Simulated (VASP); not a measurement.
## Al: relaxation of cell and atoms with PBE

Al:

```
Al
1.0
     3.23853    0.00000    0.00000
     0.00000    3.23853    0.00000
     0.00000    0.00000    3.23853
Al
2
Cartesian
  0.0000 0.0000 0.0000
  1.6193 1.6193 1.6193
```

```
Program                : VASP 6.6.1
Task                   : relaxation of cell and atoms
Functional             : PBE
Potentials or basis    : VASP PAW PBE potentials, release 64 (Al)
Cutoff                 : 600 eV
k mesh                 : 14 × 14 × 14
Occupations            : gaussian, width 0.1 eV
Spin                   : no spin polarisation
Dipole correction      : no
Further INCAR settings : ALGO = Normal; EDIFF = 1e-07; IBRION = 2; EDIFFG = -0.01; NSW = 80; ISIF = 3
```

```
Relaxed volume                         : 16.91 Å³/atom
Relaxed cell                           : a = 3.234 Å, b = 3.234 Å, c = 3.234 Å, α = 90.00°, β = 90.00°, γ = 90.00°
Space group after relaxing (to 0.05 Å) : Im-3m (No. 229)
Energy gained by relaxing              : 0.1 meV/atom
Ionic steps                            : 2
Pressure after relaxing                : 0.0 GPa
Band gap on the k mesh                 : zero (band 3 reaches 12.68 eV, above the bottom of band 4 at 3.91 eV)
```

The path:
| step | energy change (eV) | largest force (eV/Å) | pressure (GPa) | volume (Å³) |
| --- | --- | --- | --- | --- |
| 1 | 0.0000 | 0.0000 | -0.26 | 33.97 |
| 2 | -0.0001 | 0.0000 | 0.02 | 33.83 |

Final structure:
```xyz
2
Lattice="3.2342 0.0000 0.0000 0.0000 3.2342 0.0000 0.0000 0.0000 3.2342" Properties=species:S:1:pos:R:3 pbc="T T T"
Al    0.0000    0.0000    0.0000
Al    1.6171    1.6171    1.6171
```

Levels at points of the mesh, in eV from the Fermi level:
```csv
k point,band 1,band 2,band 3,band 4,band 5,band 6,band 7
"(0.00, 0.00, 0.00)",-10.99,1.80,1.80,1.80,3.00,3.00,5.27
"(0.50, 0.00, 0.00)",-7.49,-7.49,4.91,4.91,4.91,4.91,6.54
"(0.50, 0.50, 0.00)",-4.25,-4.25,-3.86,-3.86,7.95,7.95,8.19
"(0.50, 0.50, 0.50)",-0.96,-0.96,-0.96,-0.96,-0.96,-0.96,0.23
```

Wall time 20 s on 1 thread of Intel(R) Xeon(R) 6975P-C (Granite Rapids) (shared host), peak memory 0.15 GiB.
